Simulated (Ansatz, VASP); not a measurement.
**One calculation of InSe2, two programs**

INCAR

```
  ALGO = Normal
  EDIFF = 1E-6
  ENCUT = 520
  GGA = PE
  ISIF = 2
  ISMEAR = 0
  LASPH = True
  LCHARG = True
  LELF = True
  LREAL = False
  LVHAR = True
  LWAVE = False
  NBANDS = 34
  NELM = 100
  PREC = Accurate
  SIGMA = 0.15
```

KPOINTS

```
k-points
0
Gamma
  12 12 6
```

The input POSCAR:

```
InSe2
1.0
    3.8871053311      0.0000000000      0.0000000000
    0.0000000000      3.8871053311      0.0000000000
    0.0000000000      0.0000000000      9.7316871853
In Se
2 4
Direct
    0.0000000000      0.5000000000      0.7035891433
    0.5000000000      0.0000000000      0.2964108567
    0.0000000000      0.5000000000      0.3657763741
    0.5000000000      0.0000000000      0.6342236259
    0.0000000000      0.0000000000      0.0000000000
    0.5000000000      0.5000000000      0.0000000000
```

Input for Ansatz:

```yaml
crystal:
  lattice:
    - [3.8871053311, 0.0, 0.0]
    - [0.0, 3.8871053311, 0.0]
    - [0.0, 0.0, 9.7316871853]
  atoms:
    - { symbol: In, position: [0.0, 0.5, 0.7035891433] }
    - { symbol: In, position: [0.5, 0.0, 0.2964108567] }
    - { symbol: Se, position: [0.0, 0.5, 0.3657763741] }
    - { symbol: Se, position: [0.5, 0.0, 0.6342236259] }
    - { symbol: Se, position: [0.0, 0.0, 0.0] }
    - { symbol: Se, position: [0.5, 0.5, 0.0] }
basis:
  ecutwfc: 420
kpoints:
  mp_grid: { grid: [12, 12, 6] }
hamiltonian:
  xc: pbe
  pseudopotentials: { kind: paw, azcp: { folder: soft_1 } }
scf:
  occupations: { method: gaussian, width: 0.15 }
output:
  forces: true
  stress: true
  eigenvalues: true
```

Alike in both runs: task single point; functional PBE; k mesh 12 × 12 × 6; occupations gaussian, width 0.15 eV; no spin polarisation.

|  | VASP | Ansatz |
| --- | --- | --- |
| version | VASP 6.6.1 | Ansatz 0.2.0 |
| potentials or method | VASP PAW PBE potentials, release 64 (In_d, Se), cutoff 520 eV | scalar-relativistic, plane waves, PAW |
| valence electrons in the cell | 50 | 90 |

```tsv
	VASP	Ansatz	Ansatz less VASP
gap on the k mesh at the Fermi level (eV)	none	none	-
pressure (GPa)	0.0	-0.1	-0.03
traceless stress, the component that is largest in VASP (GPa)	0.11	0.14	+0.028
rms of the force components (eV/Å)	0.006	0.006	+0.0004
```

Atom by atom the forces differ by 0.000 eV/Å (rms over components). A gap of «none» marks a metal or a gap that the smearing closes. VASP's potentials hold 50 valence electrons a cell and Ansatz's 90, so a difference there can come from the potentials and not from the codes.
